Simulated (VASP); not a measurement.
# AlRu in VASP: settings compared

The runs below take AlRu through single point, relaxation of cell and atoms, with PBE, PBE+D3(BJ), PBE+U.

Everything below comes from runs of VASP 6.6.1. Logs are shortened: lines on timing, memory, paths and dates and some standing lists are left out, and cuts for length are marked.

### 1 The cell of the first run

Symmetry: Pm-3m, No. 221, cubic system. Conventional cell: a = 2.982 Å, b = 2.982 Å, c = 2.982 Å, α = 90.00°, β = 90.00°, γ = 90.00°. Al (site symmetry m-3m) has 8 Ru at 2.58 Å and 6 Al at 2.98 Å within 3.4 Å. Within 3.4 Å of Ru (site symmetry m-3m) lie 8 Al at 2.58 Å and 6 Ru at 2.98 Å.

### 2 Single point, PBE

Contents of INCAR:

```
SYSTEM = AlRu
  PREC = Accurate
  ENCUT = 520
  EDIFF = 1E-6
  ISMEAR = 0
  SIGMA = 0.1
  LREAL = .False.
  LASPH = .True.
  NELM = 80
  ALGO = Normal
  ISIF = 2
  LWAVE = .False.
  LCHARG = .False.
  GGA = PE
  NBANDS = 16
  NELECT = 17.1
```

Contents of KPOINTS:

```
regular mesh
0
Gamma
  6 6 6
  0 0 0
```

Contents of POSCAR:

```
AlRu
1.0
    2.9824954400      0.0000000000      0.0000000000
    0.0000000000      2.9824954400      0.0000000000
    0.0000000000      0.0000000000      2.9824954400
Al Ru
1 1
Direct
    0.0000000000      0.0000000000      0.0000000000
    0.5000000000      0.5000000000      0.5000000000
```

Potentials or basis: VASP PAW PBE potentials, release 64 (Al, Ru_pv).

Launch:

```
$ cat potpaw_PBE.64/Al/POTCAR potpaw_PBE.64/Ru_pv/POTCAR > POTCAR
$ mpirun -np 1 vasp_std > vasp.out
```

OUTCAR:

```text
SYSTEM = AlRu
   PREC = Accurate
   ENCUT = 520
   EDIFF = 1E-6
   ISMEAR = 0
   LREAL = .False.
   LASPH = .True.
   NELM = 80
   ISIF = 2
   GGA = PE
   NELECT = 17.1

 ion  position               nearest neighbor table
   1  0.000  0.000  0.000-   2 2.58   2 2.58   2 2.58   2 2.58   2 2.58   2 2.58   2 2.58   2 2.58

   2  0.500  0.500  0.500-   1 2.58   1 2.58   1 2.58   1 2.58   1 2.58   1 2.58   1 2.58   1 2.58

  LATTYP: Found a simple cubic cell.
 ALAT       =     2.9824954400

  Lattice vectors:

 A1 = (   2.9824954400,   0.0000000000,   0.0000000000)
 A2 = (   0.0000000000,   2.9824954400,   0.0000000000)
 A3 = (   0.0000000000,   0.0000000000,   2.9824954400)

Analysis of symmetry for initial positions (statically):
=====================================================================
 Subroutine PRICEL returns:
 Original cell was already a primitive cell.

 Routine SETGRP: Setting up the symmetry group for a
 simple cubic supercell.

 Subroutine GETGRP returns: Found 48 space group operations
 (whereof 48 operations were pure point group operations)
 out of a pool of 48 trial point group operations.

The static configuration has the point symmetry O_h .

Analysis of symmetry for dynamics (positions and initial velocities):
=====================================================================
 Subroutine PRICEL returns:
 Original cell was already a primitive cell.

 Routine SETGRP: Setting up the symmetry group for a
 simple cubic supercell.

 Subroutine GETGRP returns: Found 48 space group operations
 (whereof 48 operations were pure point group operations)
 out of a pool of 48 trial point group operations.

The dynamic configuration has the point symmetry O_h .

 Subroutine INISYM returns: Found 48 space group operations
 (whereof 48 operations are pure point group operations),
 and found     1 'primitive' translations

----------------------------------------------------------------------------------------

                                     Primitive cell

  volume of cell :      26.5301

  direct lattice vectors                    reciprocal lattice vectors
     2.982495440  0.000000000  0.000000000     0.335289700  0.000000000  0.000000000
     0.000000000  2.982495440  0.000000000     0.000000000  0.335289700  0.000000000
     0.000000000  0.000000000  2.982495440     0.000000000  0.000000000  0.335289700

  length of vectors
     2.982495440  2.982495440  2.982495440     0.335289700  0.335289700  0.335289700

  position of ions in fractional coordinates (direct lattice)
     0.000000000  0.000000000  0.000000000
     0.500000000  0.500000000  0.500000000

  ion indices of the primitive-cell ions
   primitive index   ion index
                 1           1
                 2           2

----------------------------------------------------------------------------------------

 KPOINTS: regular mesh

Automatic generation of k-mesh.
 Grid dimensions read from file:
 generate k-points for:    6    6    6

 Generating k-lattice:

  Cartesian coordinates                     Fractional coordinates (reciprocal lattice)
     0.055881617  0.000000000  0.000000000     0.166666667  0.000000000  0.000000000
     0.000000000  0.055881617  0.000000000     0.000000000  0.166666667  0.000000000
     0.000000000  0.000000000  0.055881617     0.000000000  0.000000000  0.166666667

  Length of vectors
     0.055881617  0.055881617  0.055881617

  Shift w.r.t. Gamma in fractional coordinates (k-lattice)
     0.000000000  0.000000000  0.000000000

 Subroutine IBZKPT returns following result:
 ===========================================

 Found     20 irreducible k-points:

 Following reciprocal coordinates:
            Coordinates               Weight
  0.000000  0.000000  0.000000      1.000000
  0.166667  0.000000  0.000000      6.000000
  0.333333  0.000000  0.000000      6.000000
  0.500000  0.000000  0.000000      3.000000
  0.166667  0.166667  0.000000     12.000000
  0.333333  0.166667  0.000000     24.000000
[... 12 lines left out ...]
  0.500000  0.500000  0.333333      6.000000
  0.500000  0.500000  0.500000      1.000000
   k-points           NKPTS =     20   k-points in BZ     NKDIM =     20   number of bands    NBANDS=     16
   number of dos      NEDOS =    301   number of ions     NIONS =      2
   total plane-waves  NPLWV =  13824
   dimension x,y,z NGX =    24 NGY =   24 NGZ =   24
   dimension x,y,z NGXF=    48 NGYF=   48 NGZF=   48
   ions per type =               1   1
   NGX,Y,Z   is equivalent  to a cutoff of  13.38, 13.38, 13.38 a.u.
   NGXF,Y,Z  is equivalent  to a cutoff of  26.76, 26.76, 26.76 a.u.
 SYSTEM =  AlRu
   PREC   = accura    normal or accurate (medium, high low for compatibility)
   ISTART =      0    job   : 0-new  1-cont  2-samecut
   ICHARG =      2    charge: 1-file 2-atom 10-const
   ISPIN  =      1    spin polarized calculation?
   LNONCOLLINEAR =      F non collinear calculations
   LSORBIT =      F    spin-orbit coupling
   LASPH  =      T    aspherical Exc in radial PAW
   ENCUT  =  520.0 eV  38.22 Ry    6.18 a.u.   5.55  5.55  5.55*2*pi/ulx,y,z
   NELM   =     80;   NELMIN=  2; NELMDL= -5     # of ELM steps
   EDIFF  = 0.1E-05   stopping-criterion for ELM
   LREAL  =      F    real-space projection
   EDIFFG = 0.1E-04   stopping-criterion for IOM
   NSW    =      0    number of steps for IOM
   IBRION =     -1    ionic relax: 0-MD 1-quasi-New 2-CG
   NFREE  =      0    steps in history (QN), initial steepest desc. (CG)
   ISIF   =      2    stress and relaxation
   ISYM   =      2    0-nonsym 1-usesym 2-fastsym
   POTIM  = 0.5000    time-step for ionic-motion
   TEBEG  =    0.0;   TEEND  =   0.0 temperature during run
   PSTRESS=    0.0 pullay stress
   NELECT =      17.1000    total number of electrons
   NUPDOWN=      -1.0000    fix difference up-down
   EMIN   =  10.00;   EMAX   =-10.00  energy-range for DOS
   EFERMI =   0.00;   METHOD = LEGACY
   ISMEAR =     0;   SIGMA  =   0.10  broadening in eV -4-tet -1-fermi 0-gaus
   EFERMI_NEDOS =   21; number of points for ismear=-14 and -15
   IALGO  =     38    algorithm
   IMIX   =      4    mixing-type and parameters
     AMIX     =   0.40;   BMIX     =  1.00
     AMIX_MAG =   1.60;   BMIX_MAG =  1.00
  volume/ion in A,a.u.               =      13.27        89.52
  Fermi-wavevector in a.u.,A,eV,Ry     =   1.414144  2.672345 27.208989  1.999804
  Thomas-Fermi vector in A             =   2.535717
   LORBIT       =      0    0 simple, 1 ext, 2 COOP (PROOUT), +10 PAW based schemes
   GGA     = PE    functional components
   LHFCALC =     F    Hartree Fock is set to
   AEXX    =    0.0000 exact exchange contribution
   IVDW    =     0    specifies the selected vdW correction
   LEPSILON=     F    determine dielectric tensor
   LRPA    =     F    only Hartree local field effects (RPA)
 non-spin polarized calculation
 Gauss-broadening in eV      SIGMA  =   0.10
  energy-cutoff  :      520.00
  volume of cell :       26.53
 maximum number of plane-waves:       739
 NGX is ok and might be reduce to    24
   NGX = 11   NGY = 11   NGZ = 11

 number of electron      17.0999995 magnetization

 Free energy of the ion-electron system (eV)
  ---------------------------------------------------
  ext. energy  EPLUGINS =         0.00000000
  ---------------------------------------------------
  free energy    TOTEN  =       -13.17722777 eV

  energy without entropy =      -13.16756802  energy(sigma->0) =      -13.17239790

 E-fermi :  10.8082     XC(G=0): -12.6503

 val. band max:       10.7656861797   @ k =   0.3333   0.1667   0.0000
 cond. band min:      10.8451744922   @ k =   0.5000   0.1667   0.0000
 fundamental gap:      0.0794883125
 Fermi energy:        10.8082497377

 k-point     1 :       0.0000    0.0000    0.0000
  band No.  band energies     occupation
      1     -30.8353      2.00000
      2     -30.8353      2.00000
      3     -30.8353      2.00000
      4       1.0690      2.00000
      5       7.2579      2.00000
      6       7.2579      2.00000
[... 8 lines left out ...]
     15      23.0868      0.00000
     16      26.0974      0.00000

 k-point     2 :       0.1667    0.0000    0.0000
  band No.  band energies     occupation
      1     -30.8903      2.00000
      2     -30.8306      2.00000
      3     -30.8306      2.00000
      4       1.5984      2.00000
      5       7.3850      2.00000
      6       7.4416      2.00000
[... 8 lines left out ...]
     15      23.1464      0.00000
     16      27.8386      0.00000

 k-point     3 :       0.3333    0.0000    0.0000
  band No.  band energies     occupation
      1     -30.9993      2.00000
      2     -30.8213      2.00000
      3     -30.8213      2.00000
      4       3.0601      2.00000
      5       6.9393      2.00000
      6       7.8513      2.00000
[... 8 lines left out ...]
     15      24.0082      0.00000
     16      25.8509      0.00000

 k-point     4 :       0.5000    0.0000    0.0000
  band No.  band energies     occupation
      1     -31.0531      2.00000
      2     -30.8166      2.00000
      3     -30.8166      2.00000
      4       4.9402      2.00000
      5       5.2840      2.00000
      6       8.0834      2.00000
[... 8 lines left out ...]
     15      23.6519      0.00000
     16      23.6519      0.00000

 k-point     5 :       0.1667    0.1667    0.0000
  band No.  band energies     occupation
      1     -30.8870      2.00000
      2     -30.8831      2.00000
      3     -30.8259      2.00000
      4       2.1029      2.00000
      5       7.5287      2.00000
      6       7.6450      2.00000
[... 8 lines left out ...]
     15      24.2247      0.00000
     16      27.1743      0.00000

 k-point     6 :       0.3333    0.1667    0.0000
  band No.  band energies     occupation
      1     -30.9929      2.00000
      2     -30.8745      2.00000
      3     -30.8166      2.00000
      4       3.4723      2.00000
      5       7.0382      2.00000
      6       8.0761      2.00000
[... 8 lines left out ...]
     15      24.2100      0.00000
     16      25.6166      0.00000

 k-point     7 :       0.5000    0.1667    0.0000
  band No.  band energies     occupation
      1     -31.0461      2.00000
      2     -30.8693      2.00000
      3     -30.8119      2.00000
      4       5.1696      2.00000
      5       5.5070      2.00000
      6       8.3728      2.00000
[... 8 lines left out ...]
     15      23.0881      0.00000
     16      23.1741      0.00000

 k-point     8 :       0.3333    0.3333    0.0000
  band No.  band energies     occupation
      1     -30.9820      2.00000
      2     -30.9781      2.00000
      3     -30.8071      2.00000
      4       4.3823      2.00000
      5       6.9615      2.00000
      6       8.6581      2.00000
[... 8 lines left out ...]
     15      23.4246      0.00000
     16      25.7083      0.00000

 k-point     9 :       0.5000    0.3333    0.0000
  band No.  band energies     occupation
      1     -31.0322      2.00000
      2     -30.9736      2.00000
      3     -30.8024      2.00000
      4       4.8875      2.00000
      5       6.8647      2.00000
      6       9.0454      2.00000
[... 8 lines left out ...]
     15      23.0907      0.00000
     16      26.2754      0.00000
[... 96 lines left out ...]
 k-point    15 :       0.5000    0.3333    0.1667
  band No.  band energies     occupation
      1     -31.0259      2.00000
      2     -30.9679      2.00000
      3     -30.8541      2.00000
      4       5.1233      2.00000
      5       7.1341      2.00000
      6       7.7783      2.00000
[... 8 lines left out ...]
     15      23.0891      0.00000
     16      24.1218      0.00000

 k-point    16 :       0.5000    0.5000    0.1667
  band No.  band energies     occupation
      1     -31.0192      2.00000
      2     -31.0192      2.00000
      3     -30.8490      2.00000
      4       5.0178      2.00000
      5       7.7726      2.00000
      6       7.7726      2.00000
[... 8 lines left out ...]
     15      23.4599      0.00000
     16      23.4599      0.00000

 k-point    17 :       0.3333    0.3333    0.3333
  band No.  band energies     occupation
      1     -30.9651      2.00000
      2     -30.9611      2.00000
      3     -30.9611      2.00000
      4       5.2598      2.00000
      5       7.1033      2.00000
      6       7.1033      2.00000
[... 8 lines left out ...]
     15      21.3480      0.00000
     16      23.0884      0.00000

 k-point    18 :       0.5000    0.3333    0.3333
  band No.  band energies     occupation
      1     -31.0134      2.00000
      2     -30.9577      2.00000
      3     -30.9553      2.00000
      4       5.5991      2.00000
      5       6.7431      2.00000
      6       6.8411      2.00000
[... 8 lines left out ...]
     15      22.0718      0.00000
     16      23.0878      0.00000

 k-point    19 :       0.5000    0.5000    0.3333
  band No.  band energies     occupation
      1     -31.0072      2.00000
      2     -31.0072      2.00000
      3     -30.9508      2.00000
      4       5.7127      2.00000
      5       6.5757      2.00000
      6       6.5757      2.00000
[... 8 lines left out ...]
     15      20.8646      0.00000
     16      23.0853      0.00000

 k-point    20 :       0.5000    0.5000    0.5000
  band No.  band energies     occupation
      1     -31.0012      2.00000
      2     -31.0012      2.00000
      3     -31.0012      2.00000
      4       6.1532      2.00000
      5       6.1532      2.00000
      6       6.1532      2.00000
[... 8 lines left out ...]
     15      19.4612      0.00000
     16      22.8866      0.00000

------------------------ aborting loop because EDIFF is reached ----------------------------------------

  FORCE on cell =-STRESS in cart. coord.  units (eV):
  Direction    XX          YY          ZZ          XY          YZ          ZX
  --------------------------------------------------------------------------------------
  -------------------------------------------------------------------------------------
  Total        2.1406112      2.1406112      2.1406112      0.0000000     -0.0000000      0.0000000
  in kB      129.2733499    129.2733499    129.2733499      0.0000000     -0.0000000      0.0000000
  external PRESSURE =     129.2733499 kB  Pullay stress =       0.0000000 kB

 VOLUME and BASIS-vectors are now :
 -----------------------------------------------------------------------------
  energy-cutoff  :      520.00
  volume of cell :       26.53
      direct lattice vectors                 reciprocal lattice vectors
     2.982495440  0.000000000  0.000000000     0.335289700  0.000000000  0.000000000
     0.000000000  2.982495440  0.000000000     0.000000000  0.335289700  0.000000000
     0.000000000  0.000000000  2.982495440     0.000000000  0.000000000  0.335289700

 POSITION                                       TOTAL-FORCE (eV/Angst)
 -----------------------------------------------------------------------------------
      0.00000      0.00000      0.00000         0.000000      0.000000      0.000000
      1.49125      1.49125      1.49125         0.000000      0.000000      0.000000
 -----------------------------------------------------------------------------------
    total drift:                                0.000000     -0.000000     -0.000000

  FREE ENERGIE OF THE ION-ELECTRON SYSTEM (eV)
  ---------------------------------------------------
  free  energy   TOTEN  =       -13.1772277738 eV

  energy  without entropy=      -13.1675680231  energy(sigma->0) =      -13.17239790
```

Wall time 3.4 s (1 thread of Intel Xeon 6975P-C, shared host); peak memory 0.14 GiB.

Results:

```yaml
Free_energy: -13.1772 eV
```

Caveat: the cell carries a net charge on a neutralising background, which shifts energy and pressure; the cell is charged against a uniform background, so pressure and absolute levels hang on convention.

(Continued in part 2 of 3.)
